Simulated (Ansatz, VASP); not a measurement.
## Two plane-wave programs on Fe

File INCAR:

```
  PREC = Accurate
  ENCUT = 520
  EDIFF = 1E-6
  ISMEAR = -1
  SIGMA = 0.05
  LREAL = F
  LASPH = T
  NELM = 150
  ALGO = Normal
  ISIF = 2
  LWAVE = F
  LCHARG = F
  ISPIN = 2
  MAGMOM = 3 3
  LORBIT = 11
  NUPDOWN = 6.0
  LMAXMIX = 4
  GGA = PE
  NBANDS = 19
```

KPOINTS

```
Automatic mesh
0
Gamma
  10 10 6
```

File POSCAR:

```
Fe
1.0
    2.4341575853      0.0000000000      0.0000000000
   -1.2170787927      2.1080423057      0.0000000000
    0.0000000000      0.0000000000      3.8419344700
Fe
2
Direct
    0.6666666667      0.3333333333      0.7500000000
    0.3333333333      0.6666666667      0.2500000000
```

input.yaml

```yaml
crystal:
  lattice:
    - [2.4341575853, 0.0, 0.0]
    - [-1.2170787927, 2.1080423057, 0.0]
    - [0.0, 0.0, 3.84193447]
  atoms:
    - { symbol: Fe, position: [0.6666666667, 0.3333333333, 0.75], spin: 3.0 }
    - { symbol: Fe, position: [0.3333333333, 0.6666666667, 0.25], spin: 3.0 }
hamiltonian:
  xc: pbe
  pseudopotentials: { kind: paw }
magnetization:
  spin_polarized: true
  initial_magnetization: 6.0
  spin_locking: { lock_magnetization: hard }
kpoints:
  mp_grid: { grid: [10, 10, 6] }
scf:
  occupations: { method: fermi_dirac, width: 0.05 }
  lower_state_search: "off"
output:
  forces: true
  stress: true
  eigenvalues: true
```

Alike in both runs: task single point; functional PBE; k mesh 10 × 10 × 6; occupations fermi-dirac, width 0.05 eV; collinear spin; fixed moment 6 μB.

|  | VASP | Ansatz |
| --- | --- | --- |
| version | VASP 6.6.1 | Ansatz 0.2.0 |
| potentials or method | VASP PAW PBE potentials, release 64 (Fe) | Ansatz PAW |
| plane-wave cutoff (eV) | 520 | 420 |
| valence electrons in the cell | 16 | 32 |

VASP gave:

| Quantity | Value |
| --- | --- |
| net moment per atom (μB) | 3.00 |
| size of the moment on the site where the two differ most (μB) | 2.94 |

Problem. What did Ansatz give for the same quantities?

Solution. net moment per atom (μB): 3.00; size of the moment on the site where the two differ most (μB): 2.89.

Site moments also hang on the region over which each program counts them. VASP's potentials hold 16 valence electrons a cell and Ansatz's 32, so a difference there can come from the potentials and not from the codes.
